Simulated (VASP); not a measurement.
# MgAl15HN16 (a cell with a defect) (Mg_Al-H): single point with PBE

MgAl15HN16 (a cell with a defect) (Mg_Al-H):

```
CELL_PARAMETERS angstrom
6.25951 0.00000 0.00000
-3.12976 5.42090 0.00000
0.00000 0.00000 10.03481
ATOMIC_POSITIONS crystal
Al 0.32986 0.17018 0.23697
Al 0.33292 0.16707 0.75352
Al 0.16441 0.33564 0.99763
Al 0.33237 0.67009 0.24971
Al 0.15333 0.81500 0.50574
Al 0.33259 0.66372 0.75168
Al 0.16420 0.83294 0.99957
Al 0.82998 0.16771 0.24969
Al 0.68509 0.34670 0.50572
Al 0.83613 0.16731 0.75168
Al 0.66710 0.33587 0.99957
Al 0.83143 0.66855 0.24935
Al 0.66281 0.83718 0.50062
Al 0.83134 0.66872 0.75241
Al 0.66490 0.83515 0.00068
Mg 0.17074 0.32923 0.49803
N 0.35025 0.14982 0.43092
N 0.16447 0.33568 0.18916
N 0.33179 0.16823 0.94322
N 0.16925 0.33049 0.70006
N 0.33828 0.68431 0.43638
N 0.16406 0.83270 0.18823
N 0.33167 0.67082 0.94131
N 0.16623 0.83140 0.69249
N 0.81566 0.16166 0.43635
N 0.66721 0.33583 0.18822
N 0.82919 0.16837 0.94132
N 0.66866 0.33384 0.69247
N 0.82962 0.67041 0.44011
N 0.66660 0.83345 0.18926
N 0.83029 0.66972 0.94052
N 0.66690 0.83289 0.69109
H 0.44426 0.05568 0.40456
```

```json
{
  "Program": "VASP 6.6.1",
  "Task": "single point",
  "Functional": "PBE",
  "Potentials or basis": "VASP PAW PBE potentials, release 64 (Al, Mg, N, H)",
  "Cutoff": "520 eV",
  "k mesh": "1 × 1 × 1, shifted",
  "Occupations": "gaussian, width 0.01 eV",
  "Spin": "no spin polarisation"
}
```

The pressure is 3.1 GPa. The largest force is 0.241 eV/Å. The band gap on the k mesh is 5.39 eV.

Forces on the atoms (eV/Å):
```
Al   0.123 -0.077  0.002
Al   0.128 -0.071  0.020
Al  -0.123  0.069  0.011
Al   0.123 -0.067 -0.003
Al  -0.083  0.143  0.005
Al   0.111 -0.073  0.000
Al  -0.116  0.075  0.000
Al   0.122 -0.077 -0.003
Al  -0.169  0.000  0.008
Al   0.118 -0.065  0.002
Al  -0.123  0.058 -0.002
Al   0.097 -0.057  0.005
Al  -0.066  0.035  0.028
Al   0.124 -0.074  0.017
Al  -0.120  0.068  0.012
Mg  -0.088  0.051  0.012
N    0.075 -0.045  0.056
N   -0.211  0.117 -0.009
N    0.192 -0.110  0.013
N   -0.193  0.121 -0.023
N    0.145 -0.107 -0.027
N   -0.162  0.111  0.008
N    0.189 -0.109 -0.007
N   -0.161  0.102  0.015
N    0.167 -0.067 -0.025
N   -0.171  0.097  0.010
N    0.190 -0.110 -0.008
N   -0.174  0.083  0.015
N    0.102 -0.059 -0.004
N   -0.162  0.093 -0.019
N    0.177 -0.099 -0.011
N   -0.184  0.114 -0.059
H    0.124 -0.070 -0.036
```

Stress tensor (GPa, compression positive):
```
 1.49 -0.01  0.42
-0.01  1.47 -0.25
 0.42 -0.25  6.32
```

Levels at points of the mesh, in eV from the valence-band top:
| k point | band 60 | band 61 | band 62 | band 63 | band 64 | band 65 | band 66 | band 67 | band 68 | band 69 |
| --- | --- | --- | --- | --- | --- | --- | --- | --- | --- | --- |
| (0.25, 0.25, 0.25) | -0.68 | -0.62 | -0.57 | -0.34 | -0.04 | 5.40 | 5.94 | 6.08 | 6.19 | 6.31 |

Wall time 12 min on 1 thread of Intel(R) Xeon(R) Platinum 8259CL CPU @ 2.50GHz (Skylake/Cascade Lake) (shared host), peak memory 0.49 GiB.

Caveat: the k points lie up to 1.16 Å⁻¹ apart.
